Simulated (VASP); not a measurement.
Write the native input for VASP 6.6.1 that does the following.

| Property | Result |
| --- | --- |
| Task | single point |
| Functional | PBE |
| Potentials or basis | VASP PAW PBE potentials, release 64 (K_sv, F) |
| Cutoff | 600 eV |
| k mesh | 8 × 8 × 8 |
| Occupations | tetrahedron |
| Spin | no spin polarisation |
| Dipole correction | no |
| Further INCAR settings | ALGO = Normal; EDIFF = 1e-06; NBANDS = 15 |

The structure of KF lies in POSCAR:

```
KF
1.0
    0.0000000000      2.6544134050      2.6544134050
    2.6544134050      0.0000000000      2.6544134050
    2.6544134050      2.6544134050      0.0000000000
K F
1 1
Direct
    0.0000000000      0.0000000000      0.0000000000
    0.5000000000      0.5000000000      0.5000000000
```

One way to write it, as run:

INCAR

```
ALGO = Normal
EDIFF = 1E-6
ENCUT = 600
GGA = PE
GGA_COMPAT = F
ISIF = 2
ISMEAR = -4
LASPH = T
LCHARG = T
LELF = T
LREAL = F
LVHAR = T
LWAVE = F
NBANDS = 15
NELM = 120
PREC = Accurate
SIGMA = 0.1
```

KPOINTS

```
k-points
0
Gamma
  8 8 8
```

Potentials or basis: VASP PAW PBE potentials, release 64 (K_sv, F).

Launch:

```bash
$ cat potpaw_PBE.64/K_sv/POTCAR potpaw_PBE.64/F/POTCAR > POTCAR
$ mpirun -np 1 vasp_std > vasp.out
```

Results of the run:

- Pressure: 2.1 GPa
- Band gap on the k mesh: 6.27 eV

It took 33 s on 1 thread of Intel Xeon 8259CL (shared host), peak memory 0.15 GiB.
